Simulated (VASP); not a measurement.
A run of VASP 6.6.1 is set up as follows.

File INCAR:

```
SYSTEM = LiSi3N2
ALGO = Normal
EDIFF = 1E-6
EDIFFG = -0.04
ENCUT = 600
GGA = PE
IBRION = 2
ISIF = 3
ISMEAR = 0
LASPH = .TRUE.
LCHARG = .FALSE.
LREAL = .FALSE.
LWAVE = .FALSE.
NELM = 100
NSW = 90
PREC = Accurate
SIGMA = 0.1
```

KPOINTS

```
k-points
0
G
  4 4 6
  0 0 0
```

POSCAR

```
LiSi3N2
1.0
    4.9244273500     -2.1441890300      0.0000000000
    4.9244273500      2.1441890300      0.0000000000
   -0.6415761000      0.0000000000      3.1994268500
Li Si N
1 3 2
Direct
    0.0000000000      0.0000000000      0.0000000000
    0.1466539100      0.1466539100      0.5891583600
    0.5000000000      0.5000000000      0.0000000000
    0.8533460900      0.8533460900      0.4108416400
    0.3357770700      0.3357770700      0.4213784600
    0.6642229300      0.6642229300      0.5786215400
```

Potentials or basis: VASP PAW PBE potentials, release 64 (Li_sv, Si, N).

Launch:

```sh
$ cat potpaw_PBE.64/Li_sv/POTCAR potpaw_PBE.64/Si/POTCAR potpaw_PBE.64/N/POTCAR > POTCAR
$ mpirun -np 1 vasp_std > vasp.out
```

What does it give for the relaxed cell?

a = 6.806 Å, b = 6.806 Å, c = 2.718 Å, α = 92.35°, β = 92.35°, γ = 42.72°.

Predict the band gap on the k mesh.

zero (an odd number of electrons rules out a gap without spin polarisation).

What does it give for the relaxed volume?

14.22 Å³/atom.

What does it give for the space group after relaxing (to 0.1 Å)?

C2/m (No. 12).

Forces on the atoms (eV/Å):
```
Li   0.000  0.000  0.000
Si  -0.008  0.000  0.011
Si   0.000  0.000  0.000
Si   0.008  0.000 -0.011
N    0.025  0.000 -0.004
N   -0.025  0.000  0.004
```

Caveat: the k points lie up to 0.39 Å⁻¹ apart in the final cell, too coarse for converged energies and pressures of a metal; the cutoff is under 1.25 times the usual one of these potentials, so pressure, stress and relaxed cells hold a basis-set (Pulay) error; the volume moved by over 15 % at a fixed basis, so the end points are rough; an odd number of electrons without spin polarisation forces a metal; a magnetic or distorted state may lie lower.
